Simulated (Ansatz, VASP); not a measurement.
MgO2: VASP beside Ansatz

Contents of INCAR:

```
PREC     = Accurate       # precision mode
ENCUT    = 520            # plane-wave cutoff, eV
EDIFF    = 1E-7           # SCF threshold, eV
ISMEAR   = 0              # smearing method
SIGMA    = 0.05           # smearing width, eV
LREAL    = F              # projectors in reciprocal space
LASPH    = T              # aspherical terms in the spheres
NELM     = 100            # most SCF steps
ALGO     = Normal         # electronic algorithm
ISIF     = 2              # what is computed and relaxed
LWAVE    = F              # write WAVECAR
LCHARG   = F              # write CHGCAR
GGA      = PS             # functional
NBANDS   = 14             # bands
```

KPOINTS

```
Automatic mesh
0
Gamma
  12 12 12
```

POSCAR

```
MgO2
1.0
    1.6047610160      0.9265092046      3.3192799312
   -1.6047610160      0.9265092046      3.3192799312
    0.0000000000     -1.8530184092      3.3192799312
Mg O
1 2
Direct
    0.0000000000      0.0000000000      0.0000000000
    0.4287860000      0.4287860000      0.4287860000
    0.5712140000      0.5712140000      0.5712140000
```

Input for Ansatz:

```yaml
crystal:
  lattice:
    - [1.604761016, 0.9265092046, 3.3192799312]
    - [-1.604761016, 0.9265092046, 3.3192799312]
    - [0.0, -1.8530184092, 3.3192799312]
  atoms:
    - { symbol: Mg, position: [0.0, 0.0, 0.0] }
    - { symbol: O, position: [0.428786, 0.428786, 0.428786] }
    - { symbol: O, position: [0.571214, 0.571214, 0.571214] }
basis:
  ecutwfc: 420
kpoints:
  mp_grid: { grid: [12, 12, 12] }
hamiltonian:
  xc: pbesol
scf:
  occupations: { method: gaussian, width: 0.05 }
output:
  forces: true
  stress: true
  eigenvalues: true
```

Change from the starting cell: strain +0.000 along x and y, -0.050 along z, atoms carried along.

Alike in both runs: task single point; functional PBEsol; k mesh 12 × 12 × 12; occupations gaussian, width 0.05 eV; no spin polarisation.

```csv
,VASP,Ansatz
version,VASP 6.6.1,Ansatz 0.2.0
potentials or method,"VASP PAW PBE potentials, release 64 (Mg, O), cutoff 520 eV","scalar-relativistic, plane waves, PAW"
valence electrons in the cell,14,22
```

VASP gave:

- gap on the k mesh at the Fermi level (eV): 3.13
- least direct gap on the mesh (eV): 3.25
- pressure (GPa): 5.6
- traceless stress, the component that is largest in VASP (GPa): 17.82
- rms of the force components (eV/Å): 0.787

Task: Which values does Ansatz return?

Result: gap on the k mesh at the Fermi level (eV): 3.14; least direct gap on the mesh (eV): 3.27; pressure (GPa): 5.6; traceless stress, the component that is largest in VASP (GPa): 16.24; rms of the force components (eV/Å): 0.661.

VASP's potentials were made for PBE, not for PBEsol. Atom by atom the forces differ by 0.126 eV/Å (rms over components). VASP's potentials hold 14 valence electrons a cell and Ansatz's 22, so a difference there can come from the potentials and not from the codes.
